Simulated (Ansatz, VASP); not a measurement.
# Tc: VASP beside Ansatz

```
Tc
1.0
     2.73936    0.00000    0.00000
    -1.36968    2.37235    0.00000
     0.00000    0.00000    8.76968
Tc
4
Direct
  0.66667 0.33333 0.75000
  0.00000 0.00000 0.50000
  0.33333 0.66667 0.25000
  0.00000 0.00000 0.00000
```

Alike in both runs: task single point; functional PBE; k mesh 11 × 11 × 3; occupations fermi-dirac, width 0.05 eV; no spin polarisation.

|  | VASP | Ansatz |
| --- | --- | --- |
| version | VASP 6.6.1 | Ansatz 0.2.0 |
| potentials or method | VASP PAW PBE potentials, release 64 (Tc_pv) | Ansatz PAW earlier set |
| plane-wave cutoff (eV) | 520 | 500 |
| valence electrons in the cell | 52 | 60 |

Ansatz gave:

- gap on the k mesh at the Fermi level (eV): none
- pressure (GPa): 4.3
- traceless stress, the component that is largest in VASP (GPa): 1.28

Question: Estimate VASP's values.

Answer: gap on the k mesh at the Fermi level (eV): none; pressure (GPa): 3.6; traceless stress, the component that is largest in VASP (GPa): 1.26.

A gap of «none» marks a metal or a gap that the smearing closes. VASP's potentials hold 52 valence electrons a cell and Ansatz's 60, so a difference there can come from the potentials and not from the codes.
